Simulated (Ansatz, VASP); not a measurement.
Two plane-wave programs on TiSbOs4

```
Ti Sb Os
1.0
     0.00000    3.69271    3.69271
     3.69271    0.00000    3.69271
     3.69271    3.69271    0.00000
Ti Sb Os
1 1 4
Direct
  0.00000 0.00000 0.00000
  0.25000 0.25000 0.25000
  0.12424 0.62525 0.62525
  0.62525 0.62525 0.62525
  0.62525 0.12424 0.62525
  0.62525 0.62525 0.12424
```

Alike in both runs: functional PBE; k mesh 10 × 10 × 10; occupations gaussian, width 0.1 eV; no spin polarisation.

Ansatz relaxed the structure, and its values are those at the end. VASP's run is a single point on that final structure, the one shown.

```csv
,VASP,Ansatz
version,VASP 6.6.1,Ansatz 0.2.0
potentials or method,"VASP PAW PBE potentials, release 64 (Ti_sv, Sb, Os), cutoff 520 eV","scalar-relativistic, plane waves, PAW"
valence electrons in the cell,49,91
```

Ansatz gave:

```
gap on the k mesh at the Fermi level (eV) : none
pressure (GPa)                            : 0.0
rms of the force components (eV/Å)        : 0.000
```

Problem. Estimate VASP's values.

Solution. gap on the k mesh at the Fermi level (eV): none; pressure (GPa): 0.0; rms of the force components (eV/Å): 0.004.

A gap of «none» marks a metal or a gap that the smearing closes. VASP's potentials hold 49 valence electrons a cell and Ansatz's 91, so a difference there can come from the potentials and not from the codes.

Neither program's run includes spin-orbit coupling.
